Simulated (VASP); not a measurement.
Crystal: Au.

```
Au
1.0
     2.90000    0.00000    0.00000
    -1.45000    2.51147    0.00000
     0.00000    0.00000    4.88000
Au
2
Cartesian
  0.0000 1.6743 3.6600
  1.4500 0.8372 1.2200
```

This isn't the form of Au at room conditions, which is fcc.

Program: VASP 6.6.1. Alike in all runs: task electric field gradients; no spin polarisation; cell as given; cutoff (eV) 520.

Task: Order these runs on this cell by their pressure, lowest first.
A. level PBEsol; potentials or basis VASP PAW PBE potentials, release 64 (Au); k mesh 18 × 18 × 10; smearing fermi-dirac 0.05 eV
B. level LDA; potentials or basis VASP PAW LDA potentials, release 64 (Au); k mesh 18 × 18 × 10; smearing fermi-dirac 0.05 eV
C. level r2SCAN; potentials or basis VASP PAW PBE potentials, release 64 (Au); k mesh 18 × 18 × 10; smearing fermi-dirac 0.05 eV
D. level PBE; potentials or basis VASP PAW PBE potentials, release 64 (Au); k mesh 17 × 17 × 9; smearing fermi-dirac 0.02 eV

Result: B (-10.3 GPa), A (-6.6 GPa), C (-1.2 GPa), D (1.5 GPa).

Caveats: the cell stands under tension (at least some runs); the PAW data sets were made with another functional, which shifts forces and pressure a little (at least some runs).
